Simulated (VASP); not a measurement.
# CoPdO2 (R-3m) in VASP: further runs

Aim: see how the results for CoPdO2 move with the level of theory and the settings. Levels: PBE, LDA. Tasks: single point.

All numbers are computed with VASP 6.6.1; they aren't measurements. Logs are shortened: lines on timing, memory, paths and dates and some standing lists are left out, and cuts for length are marked.

### Step 1. The cell of the first run

Symmetry: R-3m, No. 166, trigonal system. Conventional cell: a = 2.863 Å, b = 2.863 Å, c = 17.873 Å, α = 90.00°, β = 90.00°, γ = 120.00°. Within 2.5 Å of Co (site symmetry -3m) lie 6 O at 1.92 Å. Pd (site symmetry -3m) has 2 O at 2.01 Å within 2.7 Å. O (site symmetry 3m) has 3 Co at 1.92 Å and 1 Pd at 2.01 Å within 2.5 Å.

### Step 2. Single point, PBE

INCAR reads:

```
PREC = Accurate
ENCUT = 520
EDIFF = 1E-6
ISMEAR = 0
SIGMA = 0.1
LREAL = F
LASPH = T
NELM = 100
ALGO = Normal
ISIF = 2
LWAVE = F
LCHARG = F
GGA = PE
NBANDS = 24
```

KPOINTS reads:

```
regular mesh
0
Gamma
  18 18 18
```

POSCAR reads:

```
CoPdO2
1.0
    1.4316899074      0.8265865534      5.9577715763
   -1.4316899074      0.8265865534      5.9577715763
    0.0000000000     -1.6531731068      5.9577715763
Co Pd O
1 1 2
Direct
    0.5000000000      0.5000000000      0.5000000000
    0.0000000000      0.0000000000      0.0000000000
    0.8875240000      0.8875240000      0.8875240000
    0.1124760000      0.1124760000      0.1124760000
```

Potentials or basis: VASP PAW PBE potentials, release 64 (Co, Pd, O).

Started as:

```console
$ cat potpaw_PBE.64/Co/POTCAR potpaw_PBE.64/Pd/POTCAR potpaw_PBE.64/O/POTCAR > POTCAR
$ mpirun -np 1 vasp_std > vasp.out
```

OUTCAR:

```text
PREC = Accurate
   ENCUT = 520
   EDIFF = 1E-6
   ISMEAR = 0
   LREAL = F
   LASPH = T
   NELM = 100
   ISIF = 2
   GGA = PE

 ion  position               nearest neighbor table
   1  0.500  0.500  0.500-   4 1.92   3 1.92   4 1.92   4 1.92   3 1.92   3 1.92
   2  0.000  0.000  0.000-   3 2.01   4 2.01
   3  0.888  0.888  0.888-   1 1.92   1 1.92   1 1.92   2 2.01
   4  0.112  0.112  0.112-   1 1.92   1 1.92   1 1.92   2 2.01

  LATTYP: Found a trigonal (rhomboedric) cell.
 ALAT       =     6.1828814865
 COS(alpha) =     0.8927626487

  Lattice vectors:

 A1 = (   1.4316899074,   0.8265865534,   5.9577715763)
 A2 = (  -1.4316899074,   0.8265865534,   5.9577715763)
 A3 = (   0.0000000000,  -1.6531731068,   5.9577715763)

Analysis of symmetry for initial positions (statically):
=====================================================================
 Subroutine PRICEL returns:
 Original cell was already a primitive cell.

 Routine SETGRP: Setting up the symmetry group for a
 trigonal (rhombohedral) supercell.

 Subroutine GETGRP returns: Found 12 space group operations
 (whereof 12 operations were pure point group operations)
 out of a pool of 12 trial point group operations.

The static configuration has the point symmetry D_3d.

Analysis of symmetry for dynamics (positions and initial velocities):
=====================================================================
 Subroutine PRICEL returns:
 Original cell was already a primitive cell.

 Routine SETGRP: Setting up the symmetry group for a
 trigonal (rhombohedral) supercell.

 Subroutine GETGRP returns: Found 12 space group operations
 (whereof 12 operations were pure point group operations)
 out of a pool of 12 trial point group operations.

The dynamic configuration has the point symmetry D_3d.

 Subroutine INISYM returns: Found 12 space group operations
 (whereof 12 operations are pure point group operations),
 and found     1 'primitive' translations

----------------------------------------------------------------------------------------

                                     Primitive cell

  volume of cell :      42.3031

  direct lattice vectors                    reciprocal lattice vectors
     1.431689907  0.826586553  5.957771576     0.349237637  0.201632444  0.055949331
    -1.431689907  0.826586553  5.957771576    -0.349237637  0.201632444  0.055949331
     0.000000000 -1.653173107  5.957771576     0.000000000 -0.403264887  0.055949331

  length of vectors
     6.182881487  6.182881487  6.182881487     0.407127618  0.407127618  0.407127618

  position of ions in fractional coordinates (direct lattice)
     0.500000000  0.500000000  0.500000000
     0.000000000  0.000000000  0.000000000
     0.887524000  0.887524000  0.887524000
     0.112476000  0.112476000  0.112476000

  ion indices of the primitive-cell ions
   primitive index   ion index
                 1           1
                 2           2
                 3           3
                 4           4

----------------------------------------------------------------------------------------

 KPOINTS: regular mesh

Automatic generation of k-mesh.
 Grid dimensions read from file:
 generate k-points for:   18   18   18

 Generating k-lattice:

  Cartesian coordinates                     Fractional coordinates (reciprocal lattice)
     0.019402091  0.011201802  0.003108296     0.055555556  0.000000000  0.000000000
    -0.019402091  0.011201802  0.003108296     0.000000000  0.055555556  0.000000000
     0.000000000 -0.022403605  0.003108296     0.000000000  0.000000000  0.055555556

  Length of vectors
     0.022618201  0.022618201  0.022618201

  Shift w.r.t. Gamma in fractional coordinates (k-lattice)
     0.000000000  0.000000000  0.000000000

 Subroutine IBZKPT returns following result:
 ===========================================

 Found    580 irreducible k-points:

 Following reciprocal coordinates:
            Coordinates               Weight
  0.000000  0.000000  0.000000      1.000000
  0.055556 -0.000000 -0.000000      6.000000
  0.111111 -0.000000 -0.000000      6.000000
  0.166667 -0.000000 -0.000000      6.000000
  0.222222 -0.000000 -0.000000      6.000000
  0.277778 -0.000000 -0.000000      6.000000
[... 16 lines left out ...]
 -0.277778  0.055556  0.000000     12.000000
 -0.222222  0.055556  0.000000     12.000000
 [... further k-points ...]
   k-points           NKPTS =    580   k-points in BZ     NKDIM =    580   number of bands    NBANDS=     24
   number of dos      NEDOS =    301   number of ions     NIONS =      4
   total plane-waves  NPLWV = 110592
   dimension x,y,z NGX =    48 NGY =   48 NGZ =   48
   dimension x,y,z NGXF=    96 NGYF=   96 NGZF=   96
   ions per type =               1   1   2
   NGX,Y,Z   is equivalent  to a cutoff of  12.91, 12.91, 12.91 a.u.
   NGXF,Y,Z  is equivalent  to a cutoff of  25.81, 25.81, 25.81 a.u.
 SYSTEM =  unknown system
   PREC   = accura    normal or accurate (medium, high low for compatibility)
   ISTART =      0    job   : 0-new  1-cont  2-samecut
   ICHARG =      2    charge: 1-file 2-atom 10-const
   ISPIN  =      1    spin polarized calculation?
   LNONCOLLINEAR =      F non collinear calculations
   LSORBIT =      F    spin-orbit coupling
   LASPH  =      T    aspherical Exc in radial PAW
   ENCUT  =  520.0 eV  38.22 Ry    6.18 a.u.  11.50 11.50 11.50*2*pi/ulx,y,z
   NELM   =    100;   NELMIN=  2; NELMDL= -5     # of ELM steps
   EDIFF  = 0.1E-05   stopping-criterion for ELM
   LREAL  =      F    real-space projection
   EDIFFG = 0.1E-04   stopping-criterion for IOM
   NSW    =      0    number of steps for IOM
   IBRION =     -1    ionic relax: 0-MD 1-quasi-New 2-CG
   NFREE  =      0    steps in history (QN), initial steepest desc. (CG)
   ISIF   =      2    stress and relaxation
   ISYM   =      2    0-nonsym 1-usesym 2-fastsym
   POTIM  = 0.5000    time-step for ionic-motion
   TEBEG  =    0.0;   TEEND  =   0.0 temperature during run
   PSTRESS=    0.0 pullay stress
   NELECT =      31.0000    total number of electrons
   NUPDOWN=      -1.0000    fix difference up-down
   EMIN   =  10.00;   EMAX   =-10.00  energy-range for DOS
   EFERMI =   0.00;   METHOD = LEGACY
   ISMEAR =     0;   SIGMA  =   0.10  broadening in eV -4-tet -1-fermi 0-gaus
   EFERMI_NEDOS =   21; number of points for ismear=-14 and -15
   IALGO  =     38    algorithm
   IMIX   =      4    mixing-type and parameters
     AMIX     =   0.40;   BMIX     =  1.00
     AMIX_MAG =   1.60;   BMIX_MAG =  1.00
  volume/ion in A,a.u.               =      10.58        71.37
  Fermi-wavevector in a.u.,A,eV,Ry     =   1.475949  2.789139 29.639266  2.178425
  Thomas-Fermi vector in A             =   2.590535
   LORBIT       =      0    0 simple, 1 ext, 2 COOP (PROOUT), +10 PAW based schemes
   GGA     = PE    functional components
   LHFCALC =     F    Hartree Fock is set to
   AEXX    =    0.0000 exact exchange contribution
   IVDW    =     0    specifies the selected vdW correction
   LEPSILON=     F    determine dielectric tensor
   LRPA    =     F    only Hartree local field effects (RPA)
 non-spin polarized calculation
 Gauss-broadening in eV      SIGMA  =   0.10
  energy-cutoff  :      520.00
  volume of cell :       42.30
 maximum number of plane-waves:      1168
 NGX is ok and might be reduce to    48
   NGX = 23   NGY = 23   NGZ = 23

 number of electron      30.9999999 magnetization

 Free energy of the ion-electron system (eV)
  ---------------------------------------------------
  ext. energy  EPLUGINS =         0.00000000
  ---------------------------------------------------
  free energy    TOTEN  =       -25.60250763 eV

  energy without entropy =      -25.59804281  energy(sigma->0) =      -25.60027522

 E-fermi :   7.4323     XC(G=0): -12.3096

 val. band max:        7.4221773884   @ k =   0.4444   0.0556   0.0556
 cond. band min:       7.4332867753   @ k =   0.5000   0.1111   0.1111
 fundamental gap:      0.0111093868
 Fermi energy:         7.4323268017

 k-point     1 :       0.0000    0.0000    0.0000
  band No.  band energies     occupation
      1     -13.3003      2.00000
      2     -11.4866      2.00000
      3      -0.8794      2.00000
      4       1.5381      2.00000
      5       1.5381      2.00000
      6       2.5582      2.00000
[... 16 lines left out ...]
     23      24.7319      0.00000
     24      25.1537      0.00000

 k-point     2 :       0.0556   -0.0000   -0.0000
  band No.  band energies     occupation
      1     -13.2659      2.00000
      2     -11.4842      2.00000
      3      -0.8403      2.00000
      4       1.4465      2.00000
      5       1.5562      2.00000
      6       2.6202      2.00000
[... 16 lines left out ...]
     23      24.6116      0.00000
     24      24.7571      0.00000

 k-point     3 :       0.1111   -0.0000   -0.0000
  band No.  band energies     occupation
      1     -13.1656      2.00000
      2     -11.4779      2.00000
      3      -0.7272      2.00000
      4       1.2275      2.00000
      5       1.6086      2.00000
      6       2.7703      2.00000
[... 16 lines left out ...]
     23      23.8335      0.00000
     24      24.1661      0.00000

 k-point     4 :       0.1667   -0.0000   -0.0000
  band No.  band energies     occupation
      1     -13.0067      2.00000
      2     -11.4699      2.00000
      3      -0.5525      2.00000
      4       0.9723      2.00000
      5       1.6895      2.00000
      6       2.8038      2.00000
[... 16 lines left out ...]
     23      22.8305      0.00000
     24      23.2324      0.00000

 k-point     5 :       0.2222   -0.0000   -0.0000
  band No.  band energies     occupation
      1     -12.8016      2.00000
      2     -11.4639      2.00000
      3      -0.3379      2.00000
      4       0.7376      2.00000
      5       1.7896      2.00000
      6       2.4142      2.00000
[... 16 lines left out ...]
     23      21.8461      0.00000
     24      22.1991      0.00000

 k-point     6 :       0.2778   -0.0000   -0.0000
  band No.  band energies     occupation
      1     -12.5673      2.00000
      2     -11.4649      2.00000
      3      -0.1179      2.00000
      4       0.5398      2.00000
      5       1.8972      2.00000
      6       1.9100      2.00000
[... 16 lines left out ...]
     23      21.3737      0.00000
     24      22.2934      0.00000
[... 379 lines left out ...]
 k-point    21 :      -0.3889    0.0556    0.0000
  band No.  band energies     occupation
      1     -11.9990      2.00000
      2     -11.5220      2.00000
      3      -0.0075      2.00000
      4       0.2680      2.00000
      5       1.5096      2.00000
      6       2.0933      2.00000
[... 16 lines left out ...]
     23      20.6328      0.00000
     24      22.1945      0.00000

 k-point    22 :      -0.3333    0.0556    0.0000
  band No.  band energies     occupation
      1     -12.2040      2.00000
      2     -11.4797      2.00000
      3       0.0719      2.00000
      4       0.3047      2.00000
      5       1.4761      2.00000
      6       2.0245      2.00000
[... 16 lines left out ...]
     23      20.7411      0.00000
     24      22.6249      0.00000

 k-point    23 :      -0.2778    0.0556    0.0000
  band No.  band energies     occupation
      1     -12.4367      2.00000
      2     -11.4589      2.00000
      3      -0.0400      2.00000
      4       0.4602      2.00000
      5       1.6659      2.00000
      6       1.9674      2.00000
[... 16 lines left out ...]
     23      21.0597      0.00000
     24      22.6710      0.00000

 k-point    24 :      -0.2222    0.0556    0.0000
  band No.  band energies     occupation
      1     -12.6732      2.00000
      2     -11.4540      2.00000
      3      -0.2363      2.00000
      4       0.6342      2.00000
      5       1.7908      2.00000
      6       2.1851      2.00000
[... 16 lines left out ...]
     23      21.6080      0.00000
     24      22.0354      0.00000

 [... further k-points ...]

------------------------ aborting loop because EDIFF is reached ----------------------------------------

  FORCE on cell =-STRESS in cart. coord.  units (eV):
  Direction    XX          YY          ZZ          XY          YZ          ZX
  --------------------------------------------------------------------------------------
  -------------------------------------------------------------------------------------
  Total       -0.2225797     -0.2225797     -0.2818177      0.0000000     -0.0000000     -0.0000000
  in kB       -8.4299256     -8.4299256    -10.6734884      0.0000000     -0.0000000     -0.0000000
  external PRESSURE =      -9.1777799 kB  Pullay stress =       0.0000000 kB

 VOLUME and BASIS-vectors are now :
 -----------------------------------------------------------------------------
  energy-cutoff  :      520.00
  volume of cell :       42.30
      direct lattice vectors                 reciprocal lattice vectors
     1.431689907  0.826586553  5.957771576     0.349237637  0.201632444  0.055949331
    -1.431689907  0.826586553  5.957771576    -0.349237637  0.201632444  0.055949331
     0.000000000 -1.653173107  5.957771576     0.000000000 -0.403264887  0.055949331

 POSITION                                       TOTAL-FORCE (eV/Angst)
 -----------------------------------------------------------------------------------
      0.00000      0.00000      8.93666         0.000000     -0.000000     -0.000000
      0.00000      0.00000      0.00000         0.000000      0.000000     -0.000000
      0.00000      0.00000     15.86300         0.000000      0.000000     -0.106284
      0.00000      0.00000      2.01032         0.000000      0.000000      0.106284
 -----------------------------------------------------------------------------------
    total drift:                                0.000000      0.000000     -0.000000

  FREE ENERGIE OF THE ION-ELECTRON SYSTEM (eV)
  ---------------------------------------------------
  free  energy   TOTEN  =       -25.6025076305 eV

  energy  without entropy=      -25.5980428093  energy(sigma->0) =      -25.60027522
```

Run time: 23 min. Hardware: 1 thread of Intel Xeon 6975P-C (Granite Rapids), shared host; peak memory 0.8 GiB.

What came out:

```
Free energy   : -25.6025 eV
Pressure      : -0.9 GPa
Largest force : 0.106 eV/Å
```

Forces in eV/Å, atoms in the order of the input:
```
Co   0.000  0.000  0.000
Pd   0.000  0.000  0.000
O    0.000  0.000 -0.106
O    0.000  0.000  0.106
```

Caveat: an odd number of electrons without spin polarisation forces a metal; a magnetic or distorted state may lie lower; the run has no spin polarisation, though such a crystal can be magnetic; semilocal functionals often make such compounds metallic where correlation or magnetic order opens a gap, which also shifts bond lengths. With open d or f shells a metallic result of PBE can be an artefact of self-interaction; +U or a hybrid may open a gap.

### Step 3. Single point, LDA (functional LDA, strained)

INCAR reads:

```
SYSTEM = CoPdO2
PREC = Accurate
ENCUT = 520
EDIFF = 1E-6
ISMEAR = 0
SIGMA = 0.1
LREAL = .FALSE.
LASPH = .TRUE.
NELM = 100
ALGO = Normal
ISIF = 2
LWAVE = .FALSE.
LCHARG = .TRUE.
GGA = CA
LELF = .TRUE.
LVHAR = .TRUE.
NBANDS = 24
```

KPOINTS reads:

```
regular mesh
0
G
  18 18 18
  0 0 0
```

POSCAR reads:

```
CoPdO2
1.0
    1.5114636690      0.8726439562      5.7535391667
   -1.5114636690      0.8726439562      5.7535391667
    0.0000000000     -1.7452879123      5.7535391667
Co Pd O
1 1 2
Direct
    0.5000000000      0.5000000000      0.5000000000
    0.0000000000      0.0000000000      0.0000000000
    0.8954364303      0.8954364303      0.8954364303
    0.1045635697      0.1045635697      0.1045635697
```

Potentials or basis: VASP PAW LDA potentials, release 64 (Co, Pd, O).

Started as:

```console
$ cat potpaw_LDA.64/Co/POTCAR potpaw_LDA.64/Pd/POTCAR potpaw_LDA.64/O/POTCAR > POTCAR
$ mpirun -np 1 vasp_std > vasp.out
```

OUTCAR:

```text
SYSTEM = CoPdO2
   PREC = Accurate
   ENCUT = 520
   EDIFF = 1E-6
   ISMEAR = 0
   LREAL = .FALSE.
   LASPH = .TRUE.
   NELM = 100
   ISIF = 2
   GGA = CA

 ion  position               nearest neighbor table
   1  0.500  0.500  0.500-   4 2.05   4 2.05   3 2.05   3 2.05   4 2.05   3 2.05
   2  0.000  0.000  0.000-   3 1.80   4 1.80
   3  0.895  0.895  0.895-   2 1.80   1 2.05   1 2.05   1 2.05
   4  0.105  0.105  0.105-   2 1.80   1 2.05   1 2.05   1 2.05

  LATTYP: Found a trigonal (rhomboedric) cell.
 ALAT       =     6.0124240402
 COS(alpha) =     0.8736060707

  Lattice vectors:

 A1 = (   1.5114636690,   0.8726439562,   5.7535391667)
 A2 = (  -1.5114636690,   0.8726439562,   5.7535391667)
 A3 = (   0.0000000000,  -1.7452879123,   5.7535391667)

Analysis of symmetry for initial positions (statically):
=====================================================================
 Subroutine PRICEL returns:
 Original cell was already a primitive cell.

 Routine SETGRP: Setting up the symmetry group for a
 trigonal (rhombohedral) supercell.

[... 165 lines left out ...]
  ext. energy  EPLUGINS =         0.00000000
  ---------------------------------------------------
  free energy    TOTEN  =       -28.30964990 eV

  energy without entropy =      -28.30581450  energy(sigma->0) =      -28.30773220

 E-fermi :   6.3183     XC(G=0): -12.3604

 val. band max:        6.3016392561   @ k =   0.4444   0.4444   0.0556
 cond. band min:       6.3291222584   @ k =  -0.2778  -0.2778   0.1111
 fundamental gap:      0.0274830023
 Fermi energy:         6.3182900088

 k-point     1 :       0.0000    0.0000    0.0000
  band No.  band energies     occupation
      1     -13.6317      2.00000
      2     -12.1078      2.00000
      3      -2.2752      2.00000
      4       0.8292      2.00000
      5       0.8292      2.00000
      6       1.5609      2.00000
[... 637 lines left out ...]
     23      19.2454      0.00000
     24      21.2174      0.00000

 [... further k-points ...]
[... 5 lines left out ...]
  --------------------------------------------------------------------------------------
  -------------------------------------------------------------------------------------
  Total       -8.6607290     -8.6607290      4.5165755      0.0000000      0.0000000      0.0000000
  in kB     -304.7501387   -304.7501387    158.9273856      0.0000000      0.0000000      0.0000000
  external PRESSURE =    -150.1909639 kB  Pullay stress =       0.0000000 kB

 VOLUME and BASIS-vectors are now :
 -----------------------------------------------------------------------------
  energy-cutoff  :      520.00
  volume of cell :       45.53
      direct lattice vectors                 reciprocal lattice vectors
     1.511463669  0.872643956  5.753539167     0.330805173  0.190990455  0.057935355
    -1.511463669  0.872643956  5.753539167    -0.330805173  0.190990455  0.057935355
     0.000000000 -1.745287912  5.753539167     0.000000000 -0.381980911  0.057935355

 POSITION                                       TOTAL-FORCE (eV/Angst)
 -----------------------------------------------------------------------------------
      0.00000      0.00000      8.63031         0.000000      0.000000     -0.000000
      0.00000      0.00000      0.00000        -0.000000      0.000000     -0.000000
      0.00000      0.00000     15.45579        -0.000000     -0.000000     -5.203021
      0.00000      0.00000      1.80483        -0.000000      0.000000      5.203021
 -----------------------------------------------------------------------------------
    total drift:                               -0.000000     -0.000000     -0.000000

  FREE ENERGIE OF THE ION-ELECTRON SYSTEM (eV)
  ---------------------------------------------------
  free  energy   TOTEN  =       -28.3096499010 eV

  energy  without entropy=      -28.3058145036  energy(sigma->0) =      -28.30773220
```

Run time: 24 min. Hardware: 1 thread of Intel Xeon 6975P-C (Granite Rapids), shared host; peak memory 0.8 GiB.

Results:

| Property | Result |
| --- | --- |
| Free energy | -28.3096 eV |
| Pressure | -15.0 GPa |
| Largest force | 5.203 eV/Å |

Forces on the atoms (eV/Å):
```
Co   0.000  0.000  0.000
Pd   0.000  0.000  0.000
O    0.000  0.000 -5.203
O    0.000  0.000  5.203
```

Caveat: the cell differs from its parent crystal (functional LDA, strained); an odd number of electrons without spin polarisation forces a metal; a magnetic or distorted state may lie lower; the run has no spin polarisation, though such a crystal can be magnetic; semilocal functionals often make such compounds metallic where correlation or magnetic order opens a gap, which also shifts bond lengths. Spin polarisation is off, so any magnetic state and its effect on volume and gap are missing.

(Continued in part 2 of 2.)
